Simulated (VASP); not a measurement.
# Al (Fm-3m) in VASP: further runs

Al is run at these levels: r2SCAN; tasks: single point, relaxation of volume and atoms at fixed shape.

Everything below comes from runs of VASP 6.6.1. Logs are shortened: lines on timing, memory, paths and dates and some standing lists are left out, and cuts for length are marked.

## (1) The cell of the first run

The structure is cubic, space group Fm-3m (No. 225). The conventional cell has a = 3.994 Å, b = 3.994 Å, c = 3.994 Å, α = 90.00°, β = 90.00°, γ = 90.00°. Al (site symmetry m-3m) has 12 Al at 2.82 Å within 3.7 Å.

## (2) Single point, r2SCAN

POSCAR

```
Al
1.0
    0.0000000000      1.9970396529      1.9970396529
    1.9970396529      0.0000000000      1.9970396529
    1.9970396529      1.9970396529      0.0000000000
Al
1
Direct
    0.0000000000      0.0000000000      0.0000000000
```

INCAR.step1

```
SYSTEM = Al
ALGO     = Normal         ! electronic algorithm
EDIFF    = 1E-4           ! SCF threshold, eV
ENCUT    = 520            ! plane-wave cutoff, eV
GGA      = PE             ! functional
ISMEAR   = -1             ! smearing method
LASPH    = .True.         ! aspherical terms in the spheres
LCHARG   = .False.        ! write CHGCAR
LREAL    = .False.        ! projectors in reciprocal space
LWAVE    = .True.         ! write WAVECAR
NBANDS   = 8              ! bands
NELM     = 80             ! most SCF steps
PREC     = Accurate       ! precision mode
SIGMA    = 0.05           ! smearing width, eV
```

INCAR.step2

```
SYSTEM = Al
ALGO     = Normal         ! electronic algorithm
EDIFF    = 1E-7           ! SCF threshold, eV
ENCUT    = 520            ! plane-wave cutoff, eV
ISIF     = 2              ! what is computed and relaxed
ISMEAR   = -1             ! smearing method
ISTART   = 1            
LASPH    = .True.         ! aspherical terms in the spheres
LCHARG   = .False.        ! write CHGCAR
LMIXTAU  = .True.       
LREAL    = .False.        ! projectors in reciprocal space
LWAVE    = .False.        ! write WAVECAR
METAGGA  = R2SCAN         ! meta-GGA
NBANDS   = 8              ! bands
NELM     = 80             ! most SCF steps
PREC     = Accurate       ! precision mode
SIGMA    = 0.05           ! smearing width, eV
```

KPOINTS

```
k-points
0
Gamma
  17 17 17
  0 0 0
```

Potentials or basis: VASP PAW PBE potentials, release 64 (Al).

Launch:

```
> cat potpaw_PBE.64/Al/POTCAR > POTCAR
> cp INCAR.step1 INCAR
> mpirun -np 1 vasp_std > vasp.out
> cp INCAR.step2 INCAR
> mpirun -np 1 vasp_std > vasp.out
```

OUTCAR:

```text
SYSTEM = Al
   EDIFF = 1E-7
   ENCUT = 520
   ISIF = 2
   ISMEAR = -1
   ISTART = 1
   LASPH = .True.
   LREAL = .False.
   METAGGA = R2SCAN
   NELM = 80
   PREC = Accurate

 ion  position               nearest neighbor table
   1  0.000  0.000  0.000-

  LATTYP: Found a face centered cubic cell.
 ALAT       =     3.9940793058

  Lattice vectors:

 A1 = (   0.0000000000,   1.9970396529,   1.9970396529)
 A2 = (   1.9970396529,   0.0000000000,   1.9970396529)
 A3 = (   1.9970396529,   1.9970396529,   0.0000000000)

Analysis of symmetry for initial positions (statically):
=====================================================================
 Subroutine PRICEL returns:
 Original cell was already a primitive cell.

 Routine SETGRP: Setting up the symmetry group for a
 face centered cubic supercell.

 Subroutine GETGRP returns: Found 48 space group operations
 (whereof 48 operations were pure point group operations)
 out of a pool of 48 trial point group operations.

The static configuration has the point symmetry O_h .

Analysis of symmetry for dynamics (positions and initial velocities):
=====================================================================
 Subroutine PRICEL returns:
 Original cell was already a primitive cell.

 Routine SETGRP: Setting up the symmetry group for a
 face centered cubic supercell.

 Subroutine GETGRP returns: Found 48 space group operations
 (whereof 48 operations were pure point group operations)
 out of a pool of 48 trial point group operations.

The dynamic configuration has the point symmetry O_h .

 Subroutine INISYM returns: Found 48 space group operations
 (whereof 48 operations are pure point group operations),
 and found     1 'primitive' translations

----------------------------------------------------------------------------------------

                                     Primitive cell

  volume of cell :      15.9291

  direct lattice vectors                    reciprocal lattice vectors
     0.000000000  1.997039653  1.997039653    -0.250370592  0.250370592  0.250370592
     1.997039653  0.000000000  1.997039653     0.250370592 -0.250370592  0.250370592
     1.997039653  1.997039653  0.000000000     0.250370592  0.250370592 -0.250370592

  length of vectors
     2.824240562  2.824240562  2.824240562     0.433654586  0.433654586  0.433654586

  position of ions in fractional coordinates (direct lattice)
     0.000000000  0.000000000  0.000000000

  ion indices of the primitive-cell ions
   primitive index   ion index
                 1           1

----------------------------------------------------------------------------------------

 KPOINTS: k-points

Automatic generation of k-mesh.
 Grid dimensions read from file:
 generate k-points for:   17   17   17

 Generating k-lattice:

  Cartesian coordinates                     Fractional coordinates (reciprocal lattice)
    -0.014727682  0.014727682  0.014727682     0.058823529  0.000000000  0.000000000
     0.014727682 -0.014727682  0.014727682     0.000000000  0.058823529  0.000000000
     0.014727682  0.014727682 -0.014727682     0.000000000  0.000000000  0.058823529

  Length of vectors
     0.025509093  0.025509093  0.025509093

  Shift w.r.t. Gamma in fractional coordinates (k-lattice)
     0.000000000  0.000000000  0.000000000

 Subroutine IBZKPT returns following result:
 ===========================================

 Found    165 irreducible k-points:

 Following reciprocal coordinates:
            Coordinates               Weight
  0.000000  0.000000  0.000000      1.000000
  0.058824  0.000000  0.000000      8.000000
  0.117647  0.000000  0.000000      8.000000
  0.176471  0.000000  0.000000      8.000000
  0.235294  0.000000  0.000000      8.000000
  0.294118  0.000000  0.000000      8.000000
[... 16 lines left out ...]
 -0.176471  0.058824  0.000000     24.000000
 -0.117647  0.058824  0.000000     24.000000
 [... further k-points ...]
   k-points           NKPTS =    165   k-points in BZ     NKDIM =    165   number of bands    NBANDS=      8
   number of dos      NEDOS =    301   number of ions     NIONS =      1
   total plane-waves  NPLWV =  13824
   dimension x,y,z NGX =    24 NGY =   24 NGZ =   24
   dimension x,y,z NGXF=    48 NGYF=   48 NGZF=   48
   ions per type =               1
   NGX,Y,Z   is equivalent  to a cutoff of  14.13, 14.13, 14.13 a.u.
   NGXF,Y,Z  is equivalent  to a cutoff of  28.25, 28.25, 28.25 a.u.
 SYSTEM =  Al
   PREC   = accura    normal or accurate (medium, high low for compatibility)
   ISTART =      1    job   : 0-new  1-cont  2-samecut
   ICHARG =      0    charge: 1-file 2-atom 10-const
   ISPIN  =      1    spin polarized calculation?
   LNONCOLLINEAR =      F non collinear calculations
   LSORBIT =      F    spin-orbit coupling
   LASPH  =      T    aspherical Exc in radial PAW
   ENCUT  =  520.0 eV  38.22 Ry    6.18 a.u.   5.25  5.25  5.25*2*pi/ulx,y,z
   NELM   =     80;   NELMIN=  2; NELMDL=  0     # of ELM steps
   EDIFF  = 0.1E-06   stopping-criterion for ELM
   LREAL  =      F    real-space projection
   EDIFFG = 0.1E-05   stopping-criterion for IOM
   NSW    =      0    number of steps for IOM
   IBRION =     -1    ionic relax: 0-MD 1-quasi-New 2-CG
   NFREE  =      0    steps in history (QN), initial steepest desc. (CG)
   ISIF   =      2    stress and relaxation
   ISYM   =      2    0-nonsym 1-usesym 2-fastsym
   POTIM  = 0.5000    time-step for ionic-motion
   TEBEG  =    0.0;   TEEND  =   0.0 temperature during run
   PSTRESS=    0.0 pullay stress
   NELECT =       3.0000    total number of electrons
   NUPDOWN=      -1.0000    fix difference up-down
   EMIN   =  10.00;   EMAX   =-10.00  energy-range for DOS
   EFERMI =   0.00;   METHOD = LEGACY
   ISMEAR =    -1;   SIGMA  =   0.05  broadening in eV -4-tet -1-fermi 0-gaus
   EFERMI_NEDOS =   21; number of points for ismear=-14 and -15
   IALGO  =     38    algorithm
   IMIX   =      4    mixing-type and parameters
     AMIX     =   0.40;   BMIX     =  1.00
     AMIX_MAG =   1.60;   BMIX_MAG =  1.00
  volume/ion in A,a.u.               =      15.93       107.49
  Fermi-wavevector in a.u.,A,eV,Ry     =   0.938394  1.773308 11.981064  0.880583
  Thomas-Fermi vector in A             =   2.065601
   LORBIT       =      0    0 simple, 1 ext, 2 COOP (PROOUT), +10 PAW based schemes
   METAGGA = R2SCAN    functional components
   LHFCALC =     F    Hartree Fock is set to
   AEXX    =    0.0000 exact exchange contribution
   IVDW    =     0    specifies the selected vdW correction
   LEPSILON=     F    determine dielectric tensor
   LRPA    =     F    only Hartree local field effects (RPA)
 non-spin polarized calculation
  energy-cutoff  :      520.00
  volume of cell :       15.93
 maximum number of plane-waves:       444
 NGX is ok and might be reduce to    24
   NGX = 11   NGY = 11   NGZ = 11

 number of electron       3.0000000 magnetization

 Free energy of the ion-electron system (eV)
  ---------------------------------------------------
  ext. energy  EPLUGINS =         0.00000000
  ---------------------------------------------------
  free energy    TOTEN  =        -6.74205124 eV

  energy without entropy =       -6.73897009  energy(sigma->0) =       -6.74051067

 E-fermi :   8.4024     XC(G=0): -11.0372

 val. band max:        8.3904159384   @ k =  -0.4706   0.2941   0.1176
 cond. band min:       8.4236385071   @ k =  -0.2941   0.4706   0.1765
 fundamental gap:      0.0332225686
 Fermi energy:         8.4023997661

 k-point     1 :       0.0000    0.0000    0.0000
  band No.  band energies     occupation
      1      -3.7014      2.00000
      2      21.9115      0.00000
      3      21.9115      0.00000
      4      21.9115      0.00000
      5      24.1008      0.00000
      6      24.1008      0.00000
      7      24.1008      0.00000
      8      26.0084      0.00000

 k-point     2 :       0.0588    0.0000    0.0000
  band No.  band energies     occupation
      1      -3.5992      2.00000
      2      20.2464      0.00000
      3      21.6281      0.00000
      4      21.6281      0.00000
      5      24.5476      0.00000
      6      24.5476      0.00000
      7      24.5695      0.00000
      8      27.1305      0.00000

 k-point     3 :       0.1176    0.0000    0.0000
  band No.  band energies     occupation
      1      -3.2927      2.00000
      2      17.7137      0.00000
      3      21.1176      0.00000
      4      21.1176      0.00000
      5      24.5120      0.00000
      6      25.5186      0.00000
      7      25.5186      0.00000
      8      27.5983      0.00000

 k-point     4 :       0.1765    0.0000    0.0000
  band No.  band energies     occupation
      1      -2.7835      2.00000
      2      15.1655      0.00000
      3      20.6609      0.00000
      4      20.6609      0.00000
      5      24.2807      0.00000
      6      25.9156      0.00000
      7      25.9156      0.00000
      8      27.1512      0.00000

 k-point     5 :       0.2353    0.0000    0.0000
  band No.  band energies     occupation
      1      -2.0737      2.00000
      2      12.7142      0.00000
      3      20.3339      0.00000
      4      20.3339      0.00000
      5      24.0744      0.00000
      6      24.7747      0.00000
      7      24.7747      0.00000
      8      28.5146      0.00000
[... 177 lines left out ...]
 k-point    22 :      -0.2353    0.0588    0.0000
  band No.  band energies     occupation
      1      -1.7033      2.00000
      2      11.9947      0.00000
      3      18.3373      0.00000
      4      21.6273      0.00000
      5      23.1734      0.00000
      6      24.6062      0.00000
      7      24.9708      0.00000
      8      27.8474      0.00000

 k-point    23 :      -0.1765    0.0588    0.0000
  band No.  band energies     occupation
      1      -2.4788      2.00000
      2      14.3872      0.00000
      3      18.6526      0.00000
      4      21.8590      0.00000
      5      24.4081      0.00000
      6      24.8765      0.00000
      7      26.0460      0.00000
      8      26.3489      0.00000

 k-point    24 :      -0.1176    0.0588    0.0000
  band No.  band energies     occupation
      1      -3.0548      2.00000
      2      16.8603      0.00000
      3      19.1529      0.00000
      4      22.1406      0.00000
      5      24.8728      0.00000
      6      25.0432      0.00000
      7      26.0376      0.00000
      8      26.6037      0.00000

 [... further k-points ...]

------------------------ aborting loop because EDIFF is reached ----------------------------------------

  FORCE on cell =-STRESS in cart. coord.  units (eV):
  Direction    XX          YY          ZZ          XY          YZ          ZX
  --------------------------------------------------------------------------------------
  -------------------------------------------------------------------------------------
  Total       -0.0330491     -0.0330491     -0.0330491      0.0000000      0.0000000      0.0000000
  in kB       -3.3241456     -3.3241456     -3.3241456      0.0000000      0.0000000      0.0000000
  external PRESSURE =      -3.3241456 kB  Pullay stress =       0.0000000 kB

 VOLUME and BASIS-vectors are now :
 -----------------------------------------------------------------------------
  energy-cutoff  :      520.00
  volume of cell :       15.93
      direct lattice vectors                 reciprocal lattice vectors
     0.000000000  1.997039653  1.997039653    -0.250370592  0.250370592  0.250370592
     1.997039653  0.000000000  1.997039653     0.250370592 -0.250370592  0.250370592
     1.997039653  1.997039653  0.000000000     0.250370592  0.250370592 -0.250370592

 POSITION                                       TOTAL-FORCE (eV/Angst)
 -----------------------------------------------------------------------------------
      0.00000      0.00000      0.00000         0.000000      0.000000      0.000000
 -----------------------------------------------------------------------------------
    total drift:                                0.000000      0.000000      0.000000

  FREE ENERGIE OF THE ION-ELECTRON SYSTEM (eV)
  ---------------------------------------------------
  free  energy   TOTEN  =        -6.7420512362 eV

  energy  without entropy=       -6.7389700938  energy(sigma->0) =       -6.74051067
```

It took 63 s on 1 thread of Intel Xeon Platinum 8259CL at 2.50GHz (Skylake/Cascade Lake), shared host; peak memory 0.14 GiB.

Results:

| Item | Value |
| --- | --- |
| Free energy | -6.7421 eV |
| Pressure | -0.3 GPa |

Caveat: the PAW data sets were made with another functional, which shifts forces and pressure a little.

## (3) Relaxation of volume and atoms at fixed shape, r2SCAN

This run uses another cell than the first one, of 16.60 Å³/atom, 1.042 times its volume.

POSCAR

```
Al
1.0
    0.0000000000      2.0248050000      2.0248050000
    2.0248050000      0.0000000000      2.0248050000
    2.0248050000      2.0248050000      0.0000000000
Al
1
Direct
    0.0000000000      0.0000000000      0.0000000000
```

INCAR.step1

```
SYSTEM = Al
ALGO = Normal ; EDIFF = 1E-4
ENCUT = 600 ; GGA = PE
ISMEAR = -1 ; LASPH = .TRUE.
LCHARG = .FALSE. ; LREAL = .FALSE.
LWAVE = .TRUE. ; NELM = 100
PREC = Accurate ; SIGMA = 0.05
```

INCAR.step2

```
SYSTEM = Al
ALGO = Normal ; EDIFF = 1E-7
EDIFFG = -0.02 ; ENCUT = 600
IBRION = 2 ; ISIF = 8
ISMEAR = -1 ; ISTART = 1
LASPH = .TRUE. ; LCHARG = .FALSE.
LMIXTAU = .TRUE. ; LREAL = .FALSE.
LWAVE = .FALSE. ; METAGGA = R2SCAN
NELM = 100 ; NSW = 60
PREC = Accurate ; SIGMA = 0.05
```

KPOINTS

```
k-points
0
G
  17 17 17
  0 0 0
```

Potentials or basis: VASP PAW PBE potentials, release 64 (Al).

Launch:

```
> cat potpaw_PBE.64/Al/POTCAR > POTCAR
> cp INCAR.step1 INCAR
> mpirun -np 1 vasp_std > vasp.out
> cp INCAR.step2 INCAR
> mpirun -np 1 vasp_std > vasp.out
```

OUTCAR:

```text
SYSTEM = Al
   EDIFF = 1E-7
   EDIFFG = -0.02
   ENCUT = 600
   IBRION = 2
   ISIF = 8
   ISMEAR = -1
   ISTART = 1
   LASPH = .TRUE.
   LREAL = .FALSE.
   METAGGA = R2SCAN
   NELM = 100
   NSW = 60
   PREC = Accurate

 ion  position               nearest neighbor table
   1  0.000  0.000  0.000-

  LATTYP: Found a face centered cubic cell.
 ALAT       =     4.0496100000

  Lattice vectors:

 A1 = (   0.0000000000,   2.0248050000,   2.0248050000)
 A2 = (   2.0248050000,   0.0000000000,   2.0248050000)
 A3 = (   2.0248050000,   2.0248050000,   0.0000000000)

Analysis of symmetry for initial positions (statically):
=====================================================================
 Subroutine PRICEL returns:
 Original cell was already a primitive cell.

 Routine SETGRP: Setting up the symmetry group for a
 face centered cubic supercell.

[... 167 lines left out ...]

  FORCE on cell =-STRESS in cart. coord.  units (eV):
  Direction    XX          YY          ZZ          XY          YZ          ZX
  --------------------------------------------------------------------------------------
  -------------------------------------------------------------------------------------
  Total       -0.3956097     -0.3956097     -0.3956097     -0.0000000     -0.0000000     -0.0000000
  in kB      -38.1766603    -38.1766603    -38.1766603     -0.0000000     -0.0000000     -0.0000000
  external PRESSURE =     -38.1766603 kB  Pullay stress =       0.0000000 kB
[... 57 lines left out ...]
--------------------------------------- Ionic step        3  -------------------------------------------

 number of electron       3.0000000 magnetization

 Free energy of the ion-electron system (eV)
  ---------------------------------------------------
  ext. energy  EPLUGINS =         0.00000000
  ---------------------------------------------------
  free energy    TOTEN  =        -6.74206406 eV

  energy without entropy =       -6.73900208  energy(sigma->0) =       -6.74053307

 E-fermi :   8.4444     XC(G=0): -11.0521

 val. band max:        8.4320659523   @ k =  -0.4706   0.2941   0.1176
 cond. band min:       8.4674350833   @ k =  -0.2941   0.4706   0.1765
 fundamental gap:      0.0353691310
 Fermi energy:         8.4443689150

 k-point     1 :       0.0000    0.0000    0.0000
  band No.  band energies     occupation
      1      -3.6877      2.00000
      2      21.9766      0.00000
      3      21.9766      0.00000
      4      21.9766      0.00000
      5      24.1993      0.00000
[... 177 lines left out ...]
 k-point    24 :      -0.1176    0.0588    0.0000
  band No.  band energies     occupation
      1      -3.0394      2.00000
      2      16.9202      0.00000
      3      19.2222      0.00000
      4      22.2102      0.00000
      5      24.9731      0.00000

 [... further k-points ...]

------------------------ aborting loop because EDIFF is reached ----------------------------------------

  FORCE on cell =-STRESS in cart. coord.  units (eV):
  Direction    XX          YY          ZZ          XY          YZ          ZX
  --------------------------------------------------------------------------------------
  -------------------------------------------------------------------------------------
  Total        0.0037787      0.0037787      0.0037787     -0.0000000      0.0000000      0.0000000
  in kB        0.3815771      0.3815771      0.3815771     -0.0000000      0.0000000      0.0000000
  external PRESSURE =       0.3815771 kB  Pullay stress =       0.0000000 kB
[... 16 lines left out ...]
  FREE ENERGIE OF THE ION-ELECTRON SYSTEM (eV)
  ---------------------------------------------------
  free  energy   TOTEN  =        -6.7420640587 eV

  energy  without entropy=       -6.7390020839  energy(sigma->0) =       -6.74053307

 reached required accuracy - stopping structural energy minimisation
```

OUTCAR.step1:

```text
SYSTEM = Al
   EDIFF = 1E-4
   ENCUT = 600
   GGA = PE
   ISMEAR = -1
   LASPH = .TRUE.
   LREAL = .FALSE.
[... 407 lines left out ...]
 -----------------------------------------------------------------------------------
      0.00000      0.00000      0.00000         0.000000      0.000000     -0.000000
 -----------------------------------------------------------------------------------
    total drift:                                0.000000     -0.000000     -0.000000

  FREE ENERGIE OF THE ION-ELECTRON SYSTEM (eV)
  ---------------------------------------------------
  free  energy   TOTEN  =        -3.7497522128 eV

  energy  without entropy=       -3.7460206981  energy(sigma->0) =       -3.74788646
```

It took 1.8 min on 1 thread of Intel Xeon Platinum 8259CL at 2.50GHz (Skylake/Cascade Lake), shared host; peak memory 0.15 GiB.

Results:

- Free energy: -6.7421 eV
- Relaxed volume: 15.87 Å³/atom
- Relaxed cell: a = 2.821 Å, b = 2.821 Å, c = 2.821 Å, α = 60.00°, β = 60.00°, γ = 60.00°
- Space group after relaxing (to 0.05 Å): Fm-3m (No. 225)
- Energy gained by relaxing: 9.2 meV/atom
- Ionic steps: 3
- Pressure after relaxing: 0.0 GPa

Step by step:
```csv
step,energy change (eV),largest force (eV/Å),pressure (GPa),volume (Å³)
1,0.0000,0.0000,-3.82,16.60
2,-0.0085,0.0000,1.24,15.67
3,-0.0092,0.0000,0.04,15.87
```

Final structure:
```cif
data_structure
_symmetry_space_group_name_H-M 'P 1'
_symmetry_Int_Tables_number 1
_cell_length_a 2.8205
_cell_length_b 2.8205
_cell_length_c 2.8205
_cell_angle_alpha 60.000
_cell_angle_beta 60.000
_cell_angle_gamma 60.000
_cell_volume 15.87
loop_
_atom_site_label
_atom_site_type_symbol
_atom_site_fract_x
_atom_site_fract_y
_atom_site_fract_z
_atom_site_occupancy
Al1 Al 0.00000 0.00000 0.00000 1
```

Levels at points of the mesh, in eV from the Fermi level:
```csv
k point,band 1,band 2,band 3,band 4
"(0.00, 0.00, 0.00)",-12.13,13.53,13.53,13.53
```

Caveat: the PAW data sets were made with another functional, which shifts forces and pressure a little.
